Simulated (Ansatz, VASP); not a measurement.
GaAs: VASP beside Ansatz

INCAR

```
ALGO     = Normal         # electronic algorithm
EDIFF    = 1E-7           # SCF threshold, eV
ENCUT    = 520            # plane-wave cutoff, eV
GGA      = PE             # functional
ISIF     = 2              # what is computed and relaxed
ISMEAR   = -1             # smearing method
LASPH    = True           # aspherical terms in the spheres
LCHARG   = False          # write CHGCAR
LREAL    = False          # projectors in reciprocal space
LWAVE    = False          # write WAVECAR
NBANDS   = 16             # bands
NELM     = 100            # most SCF steps
PREC     = Accurate       # precision mode
SIGMA    = 0.05           # smearing width, eV
```

The input KPOINTS:

```
k-points
0
Gamma
  11 11 11
```

Contents of POSCAR:

```
GaAs
1.0
    0.0000000000      2.7982940072      2.7982940072
    2.7982940072      0.0000000000      2.7982940072
    2.7982940072      2.7982940072      0.0000000000
Ga As
1 1
Direct
    0.0000000000      0.0000000000      0.0000000000
    0.7500000000      0.7500000000      0.7500000000
```

Input for Ansatz:

```yaml
crystal:
  lattice:
    - [0.0, 2.7982940072, 2.7982940072]
    - [2.7982940072, 0.0, 2.7982940072]
    - [2.7982940072, 2.7982940072, 0.0]
  atoms:
    - { symbol: Ga, position: [0.0, 0.0, 0.0] }
    - { symbol: As, position: [0.75, 0.75, 0.75] }
kpoints:
  mp_grid: { grid: [11, 11, 11] }
scf:
  occupations: { method: fermi_dirac, width: 0.05 }
hamiltonian:
  xc: pbe
  pseudopotentials: { kind: all_electron, lapw: { basis_error: 0.0005 } }
output:
  forces: true
  stress: true
  eigenvalues: true
```

Change from the starting cell: volume scaled by 0.97.

Alike in both runs: task single point; functional PBE; k mesh 11 × 11 × 11; occupations fermi-dirac, width 0.05 eV; no spin polarisation.

```csv
,VASP,Ansatz
version,VASP 6.6.1,Ansatz 0.2.0
potentials or method,"VASP PAW PBE potentials, release 64 (Ga_d, As), cutoff 520 eV","all-electron LAPW, scalar-relativistic"
```

VASP gave:

- pressure (GPa): 6.0

Question: What did Ansatz give for the same quantities?

Answer: Pressure (GPa): 5.8.

Ansatz ran all-electron here, and VASP with PAW potentials.
